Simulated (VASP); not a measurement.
Here is a VASP 6.6.1 calculation.

INCAR

```
PREC = Accurate ; ENCUT = 520
EDIFF = 1E-6 ; ISMEAR = 0
SIGMA = 0.15 ; LREAL = False
LASPH = True ; NELM = 60
ALGO = Fast ; ISIF = 2
LWAVE = False ; LCHARG = True
GGA = PS ; LELF = True
LVHAR = True ; NBANDS = 12
```

Contents of KPOINTS:

```
regular mesh
0
Gamma
  18 18 18
```

The input POSCAR:

```
Tl
1.0
   -1.9410000000      1.9410000000      1.8924750000
    1.9410000000     -1.9410000000      1.8924750000
    1.9410000000      1.9410000000     -1.8924750000
Tl
1
Direct
    0.0000000000      0.0000000000      0.0000000000
```

Potentials or basis: VASP PAW PBE potentials, release 64 (Tl_d).

Launch:

```console
$ cat potpaw_PBE.64/Tl_d/POTCAR > POTCAR
$ mpirun -np 1 vasp_std > vasp.out
```

(1) What does it give for the band gap on the k mesh?

(2) Predict the pressure.

Results:

(1) zero (an odd number of electrons rules out a gap without spin polarisation).

(2) 0.0 GPa.

Caveat: the cell differs from its parent crystal (strain +0.000 along x and y, -0.025 along z); the PAW data sets were made with another functional, which shifts forces and pressure a little; spin-orbit coupling is left out, which moves the levels of the heavy elements.
